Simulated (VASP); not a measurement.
Write the native input for VASP 6.6.1 that does the following.

| Property | Result |
| --- | --- |
| Task | single point |
| Functional | PBE |
| Potentials or basis | VASP PAW PBE potentials, release 64 (Sc_sv, Ga_d, S) |
| Cutoff | 520 eV |
| k mesh | 10 × 10 × 6 |
| Occupations | gaussian, width 0.1 eV |
| Spin | no spin polarisation |
| Dipole correction | no |
| Further INCAR settings | ALGO = Fast; EDIFF = 1e-06; NBANDS = 39 |

The structure of ScGaS lies in POSCAR:

```
ScGaS
1.0
    3.6429105009      0.0000000000      0.0000000000
    0.0000000000      3.6429105009      0.0000000000
    0.0000000000      0.0000000000      8.4733516827
Sc Ga S
2 2 2
Direct
    0.5000000000      0.0000000000      0.6907897695
    0.0000000000      0.5000000000      0.3092102305
    0.0000000000      0.0000000000      0.0000000000
    0.5000000000      0.5000000000      0.0000000000
    0.5000000000      0.0000000000      0.3737901551
    0.0000000000      0.5000000000      0.6262098449
```

The cell was generated, and may not be a known phase.

These files were run (other wordings do the same):

INCAR

```
SYSTEM = ScGaS
  PREC = Accurate
  ENCUT = 520
  EDIFF = 1E-6
  ISMEAR = 0
  SIGMA = 0.1
  LREAL = .False.
  LASPH = .True.
  NELM = 100
  ALGO = Fast
  ISIF = 2
  LWAVE = .False.
  LCHARG = .True.
  GGA = PE
  LELF = .True.
  LVHAR = .True.
  NBANDS = 39
```

KPOINTS

```
regular mesh
0
Gamma
  10 10 6
  0 0 0
```

Potentials or basis: VASP PAW PBE potentials, release 64 (Sc_sv, Ga_d, S).

Command:

```bash
$ cat potpaw_PBE.64/Sc_sv/POTCAR potpaw_PBE.64/Ga_d/POTCAR potpaw_PBE.64/S/POTCAR > POTCAR
$ mpirun -np 1 vasp_std > vasp.out
```

It gave:

| Item | Value |
| --- | --- |
| Pressure | 0.2 GPa |
| Largest force | 0.013 eV/Å |
| Band gap on the k mesh | zero (bands 30 and 31 overlap by 1.40 eV) |

It took 10 min on 1 thread of Oxide Virtual Turin-like Processor (shared host), peak memory 0.41 GiB.
